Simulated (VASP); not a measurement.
## Na3YF6: single point with PBEsol+D4

Na3YF6:

```
Na Y F
1.0
     6.20118    0.00000    0.00000
     3.10059    5.37038    0.00000
     3.10059    1.79013    5.06325
Na Y F
3 1 6
Direct
  0.75000 0.75000 0.75000
  0.25000 0.25000 0.25000
  0.50000 0.50000 0.50000
  0.00000 0.00000 0.00000
  0.75313 0.24687 0.24687
  0.24687 0.24687 0.75313
  0.24687 0.75313 0.75313
  0.24687 0.75313 0.24687
  0.75313 0.24687 0.75313
  0.75313 0.75313 0.24687
```

* Program: VASP 6.6.1
* Task: single point
* Functional: PBEsol
* Dispersion: D4
* Potentials or basis: VASP PAW PBE potentials, release 64 (Na_pv, Y_sv, F)
* Cutoff: 520 eV
* k mesh: 2 × 2 × 2
* Occupations: fermi-dirac, width 0.05 eV
* Spin: no spin polarisation
* Dipole correction: no
* Further INCAR settings: ALGO = Normal; EDIFF = 1e-07; NBANDS = 48

| Property | Result |
| --- | --- |
| Pressure | -2.8 GPa |
| Largest force | 0.308 eV/Å |
| Band gap on the k mesh | 5.12 eV, direct |
| Dispersion energy per atom | -0.035 eV |

Forces on the atoms (eV/Å):
```
Na   0.000  0.000  0.000
Na   0.000  0.000  0.000
Na   0.000  0.000  0.000
Y    0.000  0.000  0.000
F    0.000 -0.252 -0.178
F   -0.218 -0.126  0.178
F    0.000  0.252  0.178
F   -0.218  0.126 -0.178
F    0.218 -0.126  0.178
F    0.218  0.126 -0.178
```

Levels at points of the mesh, in eV from the valence-band top:
```tsv
k point	band 34	band 35	band 36	band 37	band 38	band 39	band 40	band 41
(0.00, 0.00, 0.00)	-0.20	0.00	0.00	0.00	5.12	8.43	8.43	8.43
(0.50, 0.00, 0.00)	-0.26	-0.25	-0.25	-0.17	6.94	7.11	8.41	8.50
(0.50, 0.50, 0.00)	-0.43	-0.24	-0.24	-0.01	7.27	7.97	7.98	8.54
```

It took 21 s on 1 thread of Intel(R) Xeon(R) 6975P-C (Granite Rapids) (shared host), peak memory 0.33 GiB.

Caveat: the k points lie up to 0.62 Å⁻¹ apart; the PAW data sets were made with another functional, which shifts forces and pressure a little. A hybrid or GW would open this gap; PBEsol tends to underestimate it.
